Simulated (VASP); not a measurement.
Crystal: KAlAs3.

```
K Al As
1.0
     6.79242    0.00000    0.00000
    -3.39621    5.88241    0.00000
     0.00000    0.00000    5.80312
K Al As
2 2 6
Cartesian
  0.0000 3.9216 4.3523
  3.3962 1.9608 1.4508
  0.0000 0.0000 2.9016
  0.0000 0.0000 0.0000
  0.0000 1.7177 1.4508
  5.3049 0.8588 4.3523
  3.3962 4.1647 4.3523
  -1.9087 5.0236 1.4508
  1.9087 5.0236 1.4508
  1.4875 0.8588 4.3523
```

* Program: VASP 6.6.1
* Task: relaxation of cell and atoms
* Functional: PBE
* Potentials or basis: VASP PAW PBE potentials, release 64 (K_sv, Al, As)
* Cutoff: 600 eV
* k mesh: 3 × 3 × 4
* Occupations: gaussian, width 0.1 eV
* Spin: no spin polarisation

At the start: pressure 19.2 GPa; volume 23.19 Å³/atom.

Q: Where does the relaxation end?

A: Over 31 steps the energy falls by 665.0 meV/atom and the volume is 24.05 Å³/atom (+3.7 %); space group P6_3/mmc (No. 194, to 0.1 Å) before and after.

The path:
| step | energy change (eV) | largest force (eV/Å) | pressure (GPa) | volume (Å³) |
| --- | --- | --- | --- | --- |
| 1 | 0.0000 | 4.7372 | 19.23 | 231.87 |
| 2 | -3.1934 | 0.6321 | -6.20 | 337.98 |
| 3 | -4.5410 | 0.4917 | -1.41 | 289.74 |
| 4 | -4.5420 | 0.5387 | -1.20 | 288.50 |
| 5 | -4.6956 | 0.5711 | -1.02 | 281.47 |
| 6 | -5.1248 | 0.6871 | -0.11 | 260.90 |
| 7 | -5.6686 | 1.1942 | 4.63 | 222.22 |
| 8 | -5.3813 | 0.8514 | 9.95 | 204.21 |
| 9 | -5.6548 | 1.2054 | 5.39 | 218.98 |
| 10 | -5.7109 | 1.1557 | 5.46 | 218.14 |
| 11 | -5.8449 | 0.9596 | 5.86 | 215.62 |
| 12 | -5.8557 | 0.2495 | 7.64 | 210.57 |
| 13 | -5.9017 | 0.6720 | 6.59 | 213.12 |
| 14 | -6.0145 | 0.6147 | 5.81 | 215.51 |
| 15 | -6.2796 | 0.4528 | 3.68 | 222.78 |
| 16 | -6.5251 | 0.2807 | 0.41 | 237.81 |
| 17 | -6.5405 | 0.2664 | -0.31 | 242.10 |
| 18 | -6.5412 | 0.2636 | -0.49 | 243.20 |
| 19 | -6.5491 | 0.2349 | -0.40 | 242.91 |
| 20 | -6.5667 | 0.1398 | -0.10 | 242.03 |
| 21 | -6.5732 | 0.0283 | 0.57 | 240.28 |
| 22 | -6.5749 | 0.0184 | 0.35 | 240.81 |
| 23 | -6.5856 | 0.0143 | 0.22 | 241.66 |
| 24 | -6.6071 | 0.0501 | -0.14 | 244.19 |
| 25 | -6.5840 | 0.3429 | -0.53 | 249.10 |
| 26 | -6.6099 | 0.1045 | -0.23 | 245.29 |
| 27 | -6.6292 | 0.0648 | -0.25 | 244.33 |
| 28 | -6.6480 | 0.0008 | -0.35 | 242.33 |
| 29 | -6.6481 | 0.0034 | -0.34 | 242.47 |
| 30 | -6.6488 | 0.0582 | 0.30 | 238.93 |
| 31 | -6.6501 | 0.0331 | 0.01 | 240.50 |

Final structure:
```cif
data_structure
_symmetry_space_group_name_H-M 'P 1'
_symmetry_Int_Tables_number 1
_cell_length_a 6.6478
_cell_length_b 6.6478
_cell_length_c 6.2840
_cell_angle_alpha 90.000
_cell_angle_beta 90.000
_cell_angle_gamma 120.000
_cell_volume 240.50
loop_
_atom_site_label
_atom_site_type_symbol
_atom_site_fract_x
_atom_site_fract_y
_atom_site_fract_z
_atom_site_occupancy
K1 K 0.33333 0.66667 0.75000 1
K2 K 0.66667 0.33333 0.25000 1
Al1 Al 0.00000 0.00000 0.50000 1
Al2 Al 0.00000 0.00000 0.00000 1
As1 As 0.20125 0.40250 0.25000 1
As2 As 0.79875 0.20125 0.75000 1
As3 As 0.79875 0.59750 0.75000 1
As4 As 0.20125 0.79875 0.25000 1
As5 As 0.59750 0.79875 0.25000 1
As6 As 0.40250 0.20125 0.75000 1
```
